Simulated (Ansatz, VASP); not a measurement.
**Sc in VASP and in Ansatz**

INCAR

```
SYSTEM = Sc
ALGO = Normal
EDIFF = 1E-6
ENCUT = 520
GGA = PS
ISIF = 2
ISMEAR = 0
LASPH = .TRUE.
LCHARG = .TRUE.
LELF = .TRUE.
LREAL = .FALSE.
LVHAR = .TRUE.
LWAVE = .FALSE.
NBANDS = 12
NELM = 100
PREC = Accurate
SIGMA = 0.1
```

KPOINTS

```
k-points
0
G
  6 6 6
  0 0 0
```

The input POSCAR:

```
Sc
1.0
    0.0000000000      2.3014934419      2.3014934419
    2.3014934419      0.0000000000      2.3014934419
    2.3014934419      2.3014934419      0.0000000000
Sc
1
Direct
    0.0000000000      0.0000000000      0.0000000000
```

Input for Ansatz:

```yaml
crystal:
  lattice:
    - [0.0, 2.3014934419, 2.3014934419]
    - [2.3014934419, 0.0, 2.3014934419]
    - [2.3014934419, 2.3014934419, 0.0]
  atoms:
    - { symbol: Sc, position: [0.0, 0.0, 0.0] }
basis:
  ecutwfc: 420
kpoints:
  mp_grid: { grid: [6, 6, 6] }
hamiltonian:
  xc: pbesol
scf:
  occupations: { method: gaussian, width: 0.1 }
output:
  forces: true
  stress: true
  eigenvalues: true
```

Alike in both runs: task single point; functional PBEsol; k mesh 6 × 6 × 6; occupations gaussian, width 0.1 eV; no spin polarisation.

```csv
,VASP,Ansatz
version,VASP 6.6.1,Ansatz 0.2.0
potentials or method,"VASP PAW PBE potentials, release 64 (Sc_sv), cutoff 520 eV","scalar-relativistic, plane waves, PAW"
valence electrons in the cell,11,11
```

|  | VASP | Ansatz | Ansatz less VASP |
| --- | --- | --- | --- |
| gap on the k mesh at the Fermi level (eV) | none | none | - |
| pressure (GPa) | -1.6 | -1.6 | -0.01 |

VASP's potentials were made for PBE, not for PBEsol. A gap of «none» marks a metal or a gap that the smearing closes.

The k mesh is coarse, so the values compare programs but aren't converged.
